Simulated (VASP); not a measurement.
# BP (F-43m) in VASP: single point with LDA

Aim: the single point of BP with LDA.

Program: VASP 6.6.1. These are calculated values, not measurements. Logs are shortened: lines on timing, memory, paths and dates and some standing lists are left out, and cuts for length are marked.

## Step 1: The cell of the first run

Symmetry: F-43m, No. 216, cubic system. Conventional cell: a = 4.492 Å, b = 4.492 Å, c = 4.492 Å, α = 90.00°, β = 90.00°, γ = 90.00°. B (site symmetry -43m) has 4 P at 1.94 Å within 2.6 Å. P (site symmetry -43m) has 4 B at 1.94 Å within 2.6 Å.

## Step 2: Single point, LDA

INCAR

```
PREC = Accurate ; ENCUT = 500
EDIFF = 1E-6 ; ISMEAR = 0
SIGMA = 0.05 ; LREAL = F
LASPH = T ; NELM = 120
ALGO = Normal ; ISIF = 2
LWAVE = F ; LCHARG = F
GGA = CA ; NBANDS = 11
GGA_COMPAT = F
```

KPOINTS

```
Automatic mesh
0
Gamma
  6 6 6
```

POSCAR

```
BP
1.0
    0.0000000000      2.2458556002      2.2458556002
    2.2458556002      0.0000000000      2.2458556002
    2.2458556002      2.2458556002      0.0000000000
B P
1 1
Direct
    0.0000000000      0.0000000000      0.0000000000
    0.2500000000      0.2500000000      0.2500000000
```

Potentials or basis: VASP PAW LDA potentials, release 64 (B, P).

Run with:

```
cat potpaw_LDA.64/B/POTCAR potpaw_LDA.64/P/POTCAR > POTCAR
mpirun -np 1 vasp_std > vasp.out
```

OUTCAR:

```text
PREC = Accurate
   ENCUT = 500
   EDIFF = 1E-6
   ISMEAR = 0
   LREAL = F
   LASPH = T
   NELM = 120
   ISIF = 2
   GGA = CA

 ion  position               nearest neighbor table
   1  0.000  0.000  0.000-   2 1.94   2 1.94   2 1.94   2 1.94
   2  0.250  0.250  0.250-   1 1.94   1 1.94   1 1.94   1 1.94

  LATTYP: Found a face centered cubic cell.
 ALAT       =     4.4917112004

  Lattice vectors:

 A1 = (   0.0000000000,   2.2458556002,   2.2458556002)
 A2 = (   2.2458556002,   0.0000000000,   2.2458556002)
 A3 = (   2.2458556002,   2.2458556002,   0.0000000000)

Analysis of symmetry for initial positions (statically):
=====================================================================
 Subroutine PRICEL returns:
 Original cell was already a primitive cell.

 Routine SETGRP: Setting up the symmetry group for a
 face centered cubic supercell.

 Subroutine GETGRP returns: Found 24 space group operations
 (whereof 24 operations were pure point group operations)
 out of a pool of 48 trial point group operations.

The static configuration has the point symmetry T_d .

Analysis of symmetry for dynamics (positions and initial velocities):
=====================================================================
 Subroutine PRICEL returns:
 Original cell was already a primitive cell.

 Routine SETGRP: Setting up the symmetry group for a
 face centered cubic supercell.

 Subroutine GETGRP returns: Found 24 space group operations
 (whereof 24 operations were pure point group operations)
 out of a pool of 48 trial point group operations.

The dynamic configuration has the point symmetry T_d .

 Subroutine INISYM returns: Found 24 space group operations
 (whereof 24 operations are pure point group operations),
 and found     1 'primitive' translations

----------------------------------------------------------------------------------------

                                     Primitive cell

  volume of cell :      22.6556

  direct lattice vectors                    reciprocal lattice vectors
     0.000000000  2.245855600  2.245855600    -0.222632301  0.222632301  0.222632301
     2.245855600  0.000000000  2.245855600     0.222632301 -0.222632301  0.222632301
     2.245855600  2.245855600  0.000000000     0.222632301  0.222632301 -0.222632301

  length of vectors
     3.176119449  3.176119449  3.176119449     0.385610457  0.385610457  0.385610457

  position of ions in fractional coordinates (direct lattice)
     0.000000000  0.000000000  0.000000000
     0.250000000  0.250000000  0.250000000

  ion indices of the primitive-cell ions
   primitive index   ion index
                 1           1
                 2           2

----------------------------------------------------------------------------------------

 KPOINTS: Automatic mesh

Automatic generation of k-mesh.
 Grid dimensions read from file:
 generate k-points for:    6    6    6

 Generating k-lattice:

  Cartesian coordinates                     Fractional coordinates (reciprocal lattice)
    -0.037105384  0.037105384  0.037105384     0.166666667  0.000000000  0.000000000
     0.037105384 -0.037105384  0.037105384     0.000000000  0.166666667  0.000000000
     0.037105384  0.037105384 -0.037105384     0.000000000  0.000000000  0.166666667

  Length of vectors
     0.064268409  0.064268409  0.064268409

  Shift w.r.t. Gamma in fractional coordinates (k-lattice)
     0.000000000  0.000000000  0.000000000

 Subroutine IBZKPT returns following result:
 ===========================================

 Found     16 irreducible k-points:

 Following reciprocal coordinates:
            Coordinates               Weight
  0.000000  0.000000  0.000000      1.000000
  0.166667  0.000000  0.000000      8.000000
  0.333333  0.000000  0.000000      8.000000
  0.500000  0.000000  0.000000      4.000000
  0.166667  0.166667  0.000000      6.000000
  0.333333  0.166667  0.000000     24.000000
[... 8 lines left out ...]
 -0.333333  0.333333  0.166667     24.000000
 -0.333333  0.500000  0.166667     12.000000
   k-points           NKPTS =     16   k-points in BZ     NKDIM =     16   number of bands    NBANDS=     11
   number of dos      NEDOS =    301   number of ions     NIONS =      2
   total plane-waves  NPLWV =  13824
   dimension x,y,z NGX =    24 NGY =   24 NGZ =   24
   dimension x,y,z NGXF=    48 NGYF=   48 NGZF=   48
   ions per type =               1   1
   NGX,Y,Z   is equivalent  to a cutoff of  12.56, 12.56, 12.56 a.u.
   NGXF,Y,Z  is equivalent  to a cutoff of  25.12, 25.12, 25.12 a.u.
 SYSTEM =  unknown system
   PREC   = accura    normal or accurate (medium, high low for compatibility)
   ISTART =      0    job   : 0-new  1-cont  2-samecut
   ICHARG =      2    charge: 1-file 2-atom 10-const
   ISPIN  =      1    spin polarized calculation?
   LNONCOLLINEAR =      F non collinear calculations
   LSORBIT =      F    spin-orbit coupling
   LASPH  =      T    aspherical Exc in radial PAW
   ENCUT  =  500.0 eV  36.75 Ry    6.06 a.u.   5.79  5.79  5.79*2*pi/ulx,y,z
   NELM   =    120;   NELMIN=  2; NELMDL= -5     # of ELM steps
   EDIFF  = 0.1E-05   stopping-criterion for ELM
   LREAL  =      F    real-space projection
   EDIFFG = 0.1E-04   stopping-criterion for IOM
   NSW    =      0    number of steps for IOM
   IBRION =     -1    ionic relax: 0-MD 1-quasi-New 2-CG
   NFREE  =      0    steps in history (QN), initial steepest desc. (CG)
   ISIF   =      2    stress and relaxation
   ISYM   =      2    0-nonsym 1-usesym 2-fastsym
   POTIM  = 0.5000    time-step for ionic-motion
   TEBEG  =    0.0;   TEEND  =   0.0 temperature during run
   PSTRESS=    0.0 pullay stress
   NELECT =       8.0000    total number of electrons
   NUPDOWN=      -1.0000    fix difference up-down
   EMIN   =  10.00;   EMAX   =-10.00  energy-range for DOS
   EFERMI =   0.00;   METHOD = LEGACY
   ISMEAR =     0;   SIGMA  =   0.05  broadening in eV -4-tet -1-fermi 0-gaus
   EFERMI_NEDOS =   21; number of points for ismear=-14 and -15
   IALGO  =     38    algorithm
   IMIX   =      4    mixing-type and parameters
     AMIX     =   0.40;   BMIX     =  1.00
     AMIX_MAG =   1.60;   BMIX_MAG =  1.00
  volume/ion in A,a.u.               =      11.33        76.44
  Fermi-wavevector in a.u.,A,eV,Ry     =   1.157123  2.186646 18.217310  1.338934
  Thomas-Fermi vector in A             =   2.293738
   LORBIT       =      0    0 simple, 1 ext, 2 COOP (PROOUT), +10 PAW based schemes
   GGA     = CA    functional components
   LHFCALC =     F    Hartree Fock is set to
   AEXX    =    0.0000 exact exchange contribution
   IVDW    =     0    specifies the selected vdW correction
   LEPSILON=     F    determine dielectric tensor
   LRPA    =     F    only Hartree local field effects (RPA)
 non-spin polarized calculation
 Gauss-broadening in eV      SIGMA  =   0.05
  energy-cutoff  :      500.00
  volume of cell :       22.66
 maximum number of plane-waves:       589
   NGX = 11   NGY = 11   NGZ = 11

 number of electron       8.0000001 magnetization

 Free energy of the ion-electron system (eV)
  ---------------------------------------------------
  ext. energy  EPLUGINS =         0.00000000
  ---------------------------------------------------
  free energy    TOTEN  =       -14.38114541 eV

  energy without entropy =      -14.38114541  energy(sigma->0) =      -14.38114541

 E-fermi :   7.9928     XC(G=0): -11.2136

 val. band max:        7.7834729822   @ k =   0.0000   0.0000   0.0000
 cond. band min:       9.0234395004   @ k =   0.5000   0.5000   0.0000
 fundamental gap:      1.2399665182
 Fermi energy:         7.9928362333

 k-point     1 :       0.0000    0.0000    0.0000
  band No.  band energies     occupation
      1      -7.8832      2.00000
      2       7.7835      2.00000
      3       7.7835      2.00000
      4       7.7835      2.00000
      5      11.2079      0.00000
      6      11.2079      0.00000
      7      11.2079      0.00000
      8      15.6248      0.00000
      9      19.2537      0.00000
     10      20.0519      0.00000
     11      20.0519      0.00000

 k-point     2 :       0.1667    0.0000    0.0000
  band No.  band energies     occupation
      1      -7.3731      2.00000
      2       4.9126      2.00000
      3       7.1043      2.00000
      4       7.1043      2.00000
      5      11.8880      0.00000
      6      12.1292      0.00000
      7      12.1292      0.00000
      8      16.7694      0.00000
      9      18.7811      0.00000
     10      18.7811      0.00000
     11      20.5238      0.00000

 k-point     3 :       0.3333    0.0000    0.0000
  band No.  band energies     occupation
      1      -5.9148      2.00000
      2       0.9404      2.00000
      3       6.2897      2.00000
      4       6.2897      2.00000
      5      11.8427      0.00000
      6      12.6527      0.00000
      7      12.6527      0.00000
      8      17.8828      0.00000
      9      19.7604      0.00000
     10      19.7604      0.00000
     11      21.3217      0.00000

 k-point     4 :       0.5000    0.0000    0.0000
  band No.  band energies     occupation
      1      -4.4326      2.00000
      2      -1.4497      2.00000
      3       5.9976      2.00000
      4       5.9976      2.00000
      5      11.7498      0.00000
      6      12.4816      0.00000
      7      12.4816      0.00000
      8      17.8105      0.00000
      9      22.5569      0.00000
     10      22.5569      0.00000
     11      22.6287      0.00000
[... 127 lines left out ...]
 k-point    14 :       0.5000    0.3333    0.1667
  band No.  band energies     occupation
      1      -4.6578      2.00000
      2       1.2368      2.00000
      3       2.6360      2.00000
      4       4.4263      2.00000
      5      11.7578      0.00000
      6      13.2492      0.00000
      7      14.4119      0.00000
      8      17.4307      0.00000
      9      20.6167      0.00000
     10      21.5018      0.00000
     11      25.7395      0.00000

 k-point    15 :      -0.3333    0.3333    0.1667
  band No.  band energies     occupation
      1      -3.2903      2.00000
      2      -0.4369      2.00000
      3       2.1581      2.00000
      4       3.6789      2.00000
      5      12.2136      0.00000
      6      13.5675      0.00000
      7      16.4779      0.00000
      8      17.0742      0.00000
      9      18.3679      0.00000
     10      22.7689      0.00000
     11      25.5956      0.00000

 k-point    16 :      -0.3333    0.5000    0.1667
  band No.  band energies     occupation
      1      -2.6667      2.00000
      2      -0.4679      2.00000
      3       2.3166      2.00000
      4       2.4251      2.00000
      5      11.5596      0.00000
      6      12.1953      0.00000
      7      17.0545      0.00000
      8      17.6885      0.00000
      9      20.8311      0.00000
     10      24.1468      0.00000
     11      24.5239      0.00000

------------------------ aborting loop because EDIFF is reached ----------------------------------------

  FORCE on cell =-STRESS in cart. coord.  units (eV):
  Direction    XX          YY          ZZ          XY          YZ          ZX
  --------------------------------------------------------------------------------------
  -------------------------------------------------------------------------------------
  Total       -0.0162447     -0.0162447     -0.0162447      0.0000000      0.0000000      0.0000000
  in kB       -1.1488064     -1.1488064     -1.1488064      0.0000000      0.0000000      0.0000000
  external PRESSURE =      -1.1488064 kB  Pullay stress =       0.0000000 kB

 VOLUME and BASIS-vectors are now :
 -----------------------------------------------------------------------------
  energy-cutoff  :      500.00
  volume of cell :       22.66
      direct lattice vectors                 reciprocal lattice vectors
     0.000000000  2.245855600  2.245855600    -0.222632301  0.222632301  0.222632301
     2.245855600  0.000000000  2.245855600     0.222632301 -0.222632301  0.222632301
     2.245855600  2.245855600  0.000000000     0.222632301  0.222632301 -0.222632301

 POSITION                                       TOTAL-FORCE (eV/Angst)
 -----------------------------------------------------------------------------------
      0.00000      0.00000      0.00000        -0.000000      0.000000      0.000000
      1.12293      1.12293      1.12293         0.000000     -0.000000     -0.000000
 -----------------------------------------------------------------------------------
    total drift:                                0.000000      0.000000      0.000000

  FREE ENERGIE OF THE ION-ELECTRON SYSTEM (eV)
  ---------------------------------------------------
  free  energy   TOTEN  =       -14.3811454149 eV

  energy  without entropy=      -14.3811454149  energy(sigma->0) =      -14.38114541
```

Wall time 4.3 s (1 thread of Intel Xeon Platinum 8375C at 2.90GHz (Ice Lake), shared host); peak memory 0.12 GiB.

What came out:

```yaml
Free_energy: -14.3811 eV
Pressure: -0.1 GPa
Band_gap_on_the_k_mesh: 1.24 eV, indirect (least direct gap 3.42 eV)
```
